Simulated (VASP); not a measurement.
# KI (Pm-3m) in VASP: settings compared

Aim: see how the results for KI move with the level of theory and the settings. Levels: PBE, r2SCAN. Tasks: single point.

Everything below comes from runs of VASP 6.6.1. Logs are shortened: lines on timing, memory, paths and dates and some standing lists are left out, and cuts for length are marked.

### Step 1. The cell of the first run

Symmetry: Pm-3m, No. 221, cubic system. The conventional cell has a = 4.291 Å, b = 4.291 Å, c = 4.291 Å, α = 90.00°, β = 90.00°, γ = 90.00°. K (site symmetry m-3m) has 8 I at 3.72 Å and 6 K at 4.29 Å within 4.9 Å. Within 4.9 Å of I (site symmetry m-3m) lie 8 K at 3.72 Å and 6 I at 4.29 Å.

### Step 2. Single point, PBE

Input file INCAR:

```
PREC = Accurate
ENCUT = 500
EDIFF = 1E-6
ISMEAR = -1
SIGMA = 0.5
LREAL = False
LASPH = True
NELM = 120
ALGO = Normal
ISIF = 2
LWAVE = False
LCHARG = False
GGA = PE
NBANDS = 15
GGA_COMPAT = False
```

Input file KPOINTS:

```
regular mesh
0
Gamma
  4 4 4
```

Input file POSCAR:

```
KI
1.0
    4.2909401140      0.0000000000      0.0000000000
    0.0000000000      4.2909401140      0.0000000000
    0.0000000000      0.0000000000      4.2909401140
K I
1 1
Direct
    0.0000000000      0.0000000000      0.0000000000
    0.5000000000      0.5000000000      0.5000000000
```

Potentials or basis: VASP PAW PBE potentials, release 64 (K_sv, I).

Command:

```bash
cat potpaw_PBE.64/K_sv/POTCAR potpaw_PBE.64/I/POTCAR > POTCAR
mpirun -np 1 vasp_std > vasp.out
```

OUTCAR:

```text
PREC = Accurate
   ENCUT = 500
   EDIFF = 1E-6
   ISMEAR = -1
   LREAL = False
   LASPH = True
   NELM = 120
   ISIF = 2
   GGA = PE

 ion  position               nearest neighbor table
   1  0.000  0.000  0.000-
   2  0.500  0.500  0.500-

  LATTYP: Found a simple cubic cell.
 ALAT       =     4.2909401140

  Lattice vectors:

 A1 = (   4.2909401140,   0.0000000000,   0.0000000000)
 A2 = (   0.0000000000,   4.2909401140,   0.0000000000)
 A3 = (   0.0000000000,   0.0000000000,   4.2909401140)

Analysis of symmetry for initial positions (statically):
=====================================================================
 Subroutine PRICEL returns:
 Original cell was already a primitive cell.

 Routine SETGRP: Setting up the symmetry group for a
 simple cubic supercell.

 Subroutine GETGRP returns: Found 48 space group operations
 (whereof 48 operations were pure point group operations)
 out of a pool of 48 trial point group operations.

The static configuration has the point symmetry O_h .

Analysis of symmetry for dynamics (positions and initial velocities):
=====================================================================
 Subroutine PRICEL returns:
 Original cell was already a primitive cell.

 Routine SETGRP: Setting up the symmetry group for a
 simple cubic supercell.

 Subroutine GETGRP returns: Found 48 space group operations
 (whereof 48 operations were pure point group operations)
 out of a pool of 48 trial point group operations.

The dynamic configuration has the point symmetry O_h .

 Subroutine INISYM returns: Found 48 space group operations
 (whereof 48 operations are pure point group operations),
 and found     1 'primitive' translations

----------------------------------------------------------------------------------------

                                     Primitive cell

  volume of cell :      79.0055

  direct lattice vectors                    reciprocal lattice vectors
     4.290940114  0.000000000  0.000000000     0.233049163  0.000000000  0.000000000
     0.000000000  4.290940114  0.000000000     0.000000000  0.233049163  0.000000000
     0.000000000  0.000000000  4.290940114     0.000000000  0.000000000  0.233049163

  length of vectors
     4.290940114  4.290940114  4.290940114     0.233049163  0.233049163  0.233049163

  position of ions in fractional coordinates (direct lattice)
     0.000000000  0.000000000  0.000000000
     0.500000000  0.500000000  0.500000000

  ion indices of the primitive-cell ions
   primitive index   ion index
                 1           1
                 2           2

----------------------------------------------------------------------------------------

 KPOINTS: regular mesh

Automatic generation of k-mesh.
 Grid dimensions read from file:
 generate k-points for:    4    4    4

 Generating k-lattice:

  Cartesian coordinates                     Fractional coordinates (reciprocal lattice)
     0.058262291  0.000000000  0.000000000     0.250000000  0.000000000  0.000000000
     0.000000000  0.058262291  0.000000000     0.000000000  0.250000000  0.000000000
     0.000000000  0.000000000  0.058262291     0.000000000  0.000000000  0.250000000

  Length of vectors
     0.058262291  0.058262291  0.058262291

  Shift w.r.t. Gamma in fractional coordinates (k-lattice)
     0.000000000  0.000000000  0.000000000

 Subroutine IBZKPT returns following result:
 ===========================================

 Found     10 irreducible k-points:

 Following reciprocal coordinates:
            Coordinates               Weight
  0.000000  0.000000  0.000000      1.000000
  0.250000  0.000000  0.000000      6.000000
  0.500000  0.000000  0.000000      3.000000
  0.250000  0.250000  0.000000     12.000000
  0.500000  0.250000  0.000000     12.000000
  0.500000  0.500000  0.000000      3.000000
  0.250000  0.250000  0.250000      8.000000
  0.500000  0.250000  0.250000     12.000000
  0.500000  0.500000  0.250000      6.000000
  0.500000  0.500000  0.500000      1.000000
   k-points           NKPTS =     10   k-points in BZ     NKDIM =     10   number of bands    NBANDS=     15
   number of dos      NEDOS =    301   number of ions     NIONS =      2
   total plane-waves  NPLWV =  32768
   dimension x,y,z NGX =    32 NGY =   32 NGZ =   32
   dimension x,y,z NGXF=    64 NGYF=   64 NGZF=   64
   ions per type =               1   1
   NGX,Y,Z   is equivalent  to a cutoff of  12.40, 12.40, 12.40 a.u.
   NGXF,Y,Z  is equivalent  to a cutoff of  24.80, 24.80, 24.80 a.u.
 SYSTEM =  unknown system
   PREC   = accura    normal or accurate (medium, high low for compatibility)
   ISTART =      0    job   : 0-new  1-cont  2-samecut
   ICHARG =      2    charge: 1-file 2-atom 10-const
   ISPIN  =      1    spin polarized calculation?
   LNONCOLLINEAR =      F non collinear calculations
   LSORBIT =      F    spin-orbit coupling
   LASPH  =      T    aspherical Exc in radial PAW
   ENCUT  =  500.0 eV  36.75 Ry    6.06 a.u.   7.82  7.82  7.82*2*pi/ulx,y,z
   NELM   =    120;   NELMIN=  2; NELMDL= -5     # of ELM steps
   EDIFF  = 0.1E-05   stopping-criterion for ELM
   LREAL  =      F    real-space projection
   EDIFFG = 0.1E-04   stopping-criterion for IOM
   NSW    =      0    number of steps for IOM
   IBRION =     -1    ionic relax: 0-MD 1-quasi-New 2-CG
   NFREE  =      0    steps in history (QN), initial steepest desc. (CG)
   ISIF   =      2    stress and relaxation
   ISYM   =      2    0-nonsym 1-usesym 2-fastsym
   POTIM  = 0.5000    time-step for ionic-motion
   TEBEG  =    0.0;   TEEND  =   0.0 temperature during run
   PSTRESS=    0.0 pullay stress
   NELECT =      16.0000    total number of electrons
   NUPDOWN=      -1.0000    fix difference up-down
   EMIN   =  10.00;   EMAX   =-10.00  energy-range for DOS
   EFERMI =   0.00;   METHOD = LEGACY
   ISMEAR =    -1;   SIGMA  =   0.50  broadening in eV -4-tet -1-fermi 0-gaus
   EFERMI_NEDOS =   21; number of points for ismear=-14 and -15
   IALGO  =     38    algorithm
   IMIX   =      4    mixing-type and parameters
     AMIX     =   0.40;   BMIX     =  1.00
     AMIX_MAG =   1.60;   BMIX_MAG =  1.00
  volume/ion in A,a.u.               =      39.50       266.58
  Fermi-wavevector in a.u.,A,eV,Ry     =   0.961381  1.816747 12.575241  0.924254
  Thomas-Fermi vector in A             =   2.090748
   LORBIT       =      0    0 simple, 1 ext, 2 COOP (PROOUT), +10 PAW based schemes
   GGA     = PE    functional components
   LHFCALC =     F    Hartree Fock is set to
   AEXX    =    0.0000 exact exchange contribution
   IVDW    =     0    specifies the selected vdW correction
   LEPSILON=     F    determine dielectric tensor
   LRPA    =     F    only Hartree local field effects (RPA)
 non-spin polarized calculation
  energy-cutoff  :      500.00
  volume of cell :       79.01
 maximum number of plane-waves:      2022
 NGX is ok and might be reduce to    32
   NGX = 15   NGY = 15   NGZ = 15

 number of electron      16.0000003 magnetization

 Free energy of the ion-electron system (eV)
  ---------------------------------------------------
  ext. energy  EPLUGINS =         0.00000000
  ---------------------------------------------------
  free energy    TOTEN  =        -5.42859462 eV

  energy without entropy =       -5.33154999  energy(sigma->0) =       -5.38007230

 E-fermi :   3.0622     XC(G=0):  -7.7141

 val. band max:        0.8704909226   @ k =   0.5000   0.5000   0.0000
 cond. band min:       4.2073368991   @ k =   0.0000   0.0000   0.0000
 fundamental gap:      3.3368459765
 Fermi energy:         3.0622049623

 k-point     1 :       0.0000    0.0000    0.0000
  band No.  band energies     occupation
      1     -28.4806      2.00000
      2     -11.9343      2.00000
      3     -11.9343      2.00000
      4     -11.9343      2.00000
      5     -10.2912      2.00000
      6       0.5102      1.98793
      7       0.5102      1.98793
      8       0.5102      1.98793
      9       4.2073      0.18387
     10       5.6437      0.01138
     11       5.6437      0.01138
     12       9.2768      0.00001
     13       9.2768      0.00001
     14       9.2768      0.00001
     15      11.3575      0.00000

 k-point     2 :       0.2500    0.0000    0.0000
  band No.  band energies     occupation
      1     -28.4783      2.00000
      2     -12.0206      2.00000
      3     -11.9285      2.00000
      4     -11.9285      2.00000
      5     -10.1389      2.00000
      6      -0.6272      1.99875
      7       0.5472      1.98701
      8       0.5472      1.98701
      9       5.2484      0.02493
     10       6.0862      0.00471
     11       6.9793      0.00079
     12       9.1448      0.00001
     13       9.1448      0.00001
     14       9.5108      0.00001
     15       9.6537      0.00000

 k-point     3 :       0.5000    0.0000    0.0000
  band No.  band energies     occupation
      1     -28.4760      2.00000
      2     -12.0987      2.00000
      3     -11.9227      2.00000
      4     -11.9227      2.00000
      5      -9.9876      2.00000
      6      -1.4160      1.99974
      7       0.5845      1.98601
      8       0.5845      1.98601
      9       6.3609      0.00272
     10       7.0625      0.00067
     11       7.9254      0.00012
     12       7.9284      0.00012
     13       9.5584      0.00000
     14       9.5846      0.00000
     15       9.5846      0.00000
[... 91 lines left out ...]
 k-point     9 :       0.5000    0.5000    0.2500
  band No.  band energies     occupation
      1     -28.4693      2.00000
      2     -12.0082      2.00000
      3     -12.0082      2.00000
      4     -11.9569      2.00000
      5      -9.8601      2.00000
      6      -0.8116      1.99914
      7      -0.8116      1.99914
      8      -0.0760      1.99625
      9       5.4773      0.01584
     10       6.9955      0.00077
     11       6.9955      0.00077
     12       8.2828      0.00006
     13       9.9152      0.00000
     14       9.9152      0.00000
     15      10.4367      0.00000

 k-point    10 :       0.5000    0.5000    0.5000
  band No.  band energies     occupation
      1     -28.4672      2.00000
      2     -11.9989      2.00000
      3     -11.9989      2.00000
      4     -11.9989      2.00000
      5      -9.7718      2.00000
      6      -0.7840      1.99909
      7      -0.7840      1.99909
      8      -0.7840      1.99909
      9       6.5085      0.00203
     10       6.5085      0.00203
     11       6.5085      0.00203
     12       9.7286      0.00000
     13       9.7286      0.00000
     14       9.7286      0.00000
     15      10.0353      0.00000

------------------------ aborting loop because EDIFF is reached ----------------------------------------

  FORCE on cell =-STRESS in cart. coord.  units (eV):
  Direction    XX          YY          ZZ          XY          YZ          ZX
  --------------------------------------------------------------------------------------
  -------------------------------------------------------------------------------------
  Total        0.3120618      0.3120618      0.3120618     -0.0000000      0.0000000     -0.0000000
  in kB        6.3283995      6.3283995      6.3283995     -0.0000000      0.0000000     -0.0000000
  external PRESSURE =       6.3283995 kB  Pullay stress =       0.0000000 kB

 VOLUME and BASIS-vectors are now :
 -----------------------------------------------------------------------------
  energy-cutoff  :      500.00
  volume of cell :       79.01
      direct lattice vectors                 reciprocal lattice vectors
     4.290940114  0.000000000  0.000000000     0.233049163  0.000000000  0.000000000
     0.000000000  4.290940114  0.000000000     0.000000000  0.233049163  0.000000000
     0.000000000  0.000000000  4.290940114     0.000000000  0.000000000  0.233049163

 POSITION                                       TOTAL-FORCE (eV/Angst)
 -----------------------------------------------------------------------------------
      0.00000      0.00000      0.00000         0.000000      0.000000      0.000000
      2.14547      2.14547      2.14547         0.000000      0.000000      0.000000
 -----------------------------------------------------------------------------------
    total drift:                                0.000000      0.000000     -0.000000

  FREE ENERGIE OF THE ION-ELECTRON SYSTEM (eV)
  ---------------------------------------------------
  free  energy   TOTEN  =        -5.4285946155 eV

  energy  without entropy=       -5.3315499910  energy(sigma->0) =       -5.38007230
```

Wall time 13 s (1 thread of Intel Xeon Platinum 8488C (Sapphire Rapids), shared host); peak memory 0.17 GiB.

What came out:

* Free energy: -5.4286 eV
* Pressure: 0.6 GPa
* Band gap on the k mesh: 3.34 eV, indirect (least direct gap 3.70 eV)

Caveat: spin-orbit coupling is left out, which moves the levels of the heavy elements.

### Step 3. Single point, PBE

Input file INCAR:

```
SYSTEM = KI
PREC = Accurate
ENCUT = 520
EDIFF = 1E-7
ISMEAR = 0
SIGMA = 0.01
LREAL = .FALSE.
LASPH = .TRUE.
NELM = 100
ALGO = Normal
ISIF = 2
LWAVE = .FALSE.
LCHARG = .TRUE.
GGA = PE
LELF = .TRUE.
LVHAR = .TRUE.
NBANDS = 15
```

Input file KPOINTS:

```
Automatic mesh
0
G
  4 4 4
  0 0 0
```

POSCAR is that of step 2.

Potentials or basis: VASP PAW PBE potentials, release 64 (K_sv, I).

Command:

```bash
cat potpaw_PBE.64/K_sv/POTCAR potpaw_PBE.64/I/POTCAR > POTCAR
mpirun -np 1 vasp_std > vasp.out
```

It took 11 s on 1 thread of Oxide Virtual Turin-like, shared host; peak memory 0.14 GiB.

The run converged. Its results:

* Free energy: -5.4124 eV
* Pressure: 0.6 GPa
* Band gap on the k mesh: 3.33 eV, indirect (least direct gap 3.69 eV)

Levels at points of the mesh, in eV from the valence-band top:
```csv
k point,band 4,band 5,band 6,band 7,band 8,band 9,band 10,band 11,band 12,band 13
"(0.00, 0.00, 0.00)",-12.84,-11.16,-0.36,-0.36,-0.36,3.33,4.76,4.76,8.38,8.38
"(0.50, 0.00, 0.00)",-12.83,-10.86,-2.29,-0.29,-0.29,5.48,6.17,7.05,7.05,8.66
"(0.50, 0.50, 0.00)",-12.82,-10.81,-1.71,-1.71,0.00,3.91,5.69,6.79,6.79,9.06
"(0.50, 0.50, 0.50)",-12.91,-10.64,-1.66,-1.66,-1.66,5.63,5.63,5.63,8.84,8.84
```

Caveat: spin-orbit coupling is left out, which moves the levels of the heavy elements. As with any semilocal functional, this PBE gap is likely too small.

[end of part 1 of 2]
